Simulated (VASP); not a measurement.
**Ge32H (a cell with a defect): single point with PBE**

Ge32H (a cell with a defect):

```
Ge H
1.0
    -5.67217    5.67217    5.67217
     5.67217   -5.67217    5.67217
     5.67217    5.67217   -5.67217
Ge H
32 1
Direct
  0.99723 0.99454 0.99674
  0.00157 0.24986 0.75229
  0.00788 0.50131 0.50338
  0.00135 0.75924 0.25364
  0.25488 0.99938 0.75609
  0.25629 0.24732 0.51679
  0.25230 0.53655 0.25579
  0.25507 0.75208 0.00429
  0.50688 0.00378 0.50467
  0.50900 0.25749 0.25568
  0.50807 0.50293 0.00421
  0.50479 0.75237 0.75581
  0.75238 0.00392 0.25400
  0.75304 0.25114 0.00256
  0.75585 0.50132 0.75326
  0.75798 0.75175 0.50394
  0.00581 0.00239 0.75305
  0.00365 0.25000 0.50364
  0.99385 0.50845 0.25188
  0.00401 0.74953 0.00224
  0.25629 0.99649 0.50766
  0.24969 0.22084 0.25818
  0.25489 0.49899 0.99698
  0.25486 0.75042 0.75457
  0.50302 0.00397 0.25382
  0.50366 0.25173 0.00245
  0.50818 0.50388 0.75520
  0.51351 0.75865 0.51167
  0.75358 0.00260 0.00499
  0.75420 0.25258 0.75438
  0.75987 0.50387 0.50626
  0.75244 0.75560 0.25437
  0.19900 0.37301 0.29150
```

```json
{
  "Program": "VASP 6.6.1",
  "Task": "single point",
  "Functional": "PBE",
  "Potentials or basis": "VASP PAW PBE potentials, release 64 (Ge_d, H)",
  "Cutoff": "410 eV",
  "k mesh": "1 × 1 × 1, shifted",
  "Occupations": "fermi-dirac, width 0.01 eV",
  "Spin": "no spin polarisation"
}
```

The largest force is 0.332 eV/Å.

Forces on the atoms (eV/Å):
```
Ge  -0.010 -0.010 -0.014
Ge  -0.007 -0.016  0.006
Ge   0.060 -0.024 -0.030
Ge   0.003  0.004 -0.012
Ge   0.005  0.004 -0.005
Ge   0.001 -0.013  0.000
Ge   0.048 -0.020 -0.004
Ge   0.009  0.006 -0.009
Ge   0.017 -0.009 -0.005
Ge  -0.020  0.014  0.011
Ge   0.010  0.000 -0.011
Ge   0.010 -0.001 -0.010
Ge   0.002  0.010 -0.002
Ge   0.000  0.001  0.005
Ge   0.013 -0.004 -0.018
Ge   0.010 -0.011 -0.009
Ge   0.002 -0.008  0.000
Ge   0.015 -0.025  0.022
Ge   0.026  0.016 -0.037
Ge  -0.001  0.002 -0.016
Ge   0.016 -0.007 -0.007
Ge  -0.078  0.065 -0.028
Ge   0.005  0.005 -0.020
Ge   0.015  0.001 -0.011
Ge  -0.004  0.012 -0.001
Ge  -0.006 -0.002  0.006
Ge   0.012 -0.004 -0.016
Ge   0.022 -0.003 -0.002
Ge   0.007 -0.002 -0.007
Ge   0.000 -0.003 -0.001
Ge   0.035 -0.010 -0.017
Ge   0.003  0.000 -0.005
H   -0.219  0.031  0.248
```

Levels at points of the mesh, in eV from the Fermi level:
| k point | band 222 | band 223 | band 224 | band 225 | band 226 | band 227 |
| --- | --- | --- | --- | --- | --- | --- |
| (0.25, 0.25, 0.25) | -0.35 | -0.34 | -0.33 | 0.91 | 1.10 | 1.18 |

Run time: 11 min on 1 thread of Oxide Virtual Turin-like Processor, with other jobs on the host, peak memory 0.68 GiB.

Caveat: the k points lie up to 0.78 Å⁻¹ apart; the cell carries a net charge on a neutralising background, which shifts energy and pressure; the cell is charged against a uniform background, so pressure and absolute levels hang on convention.
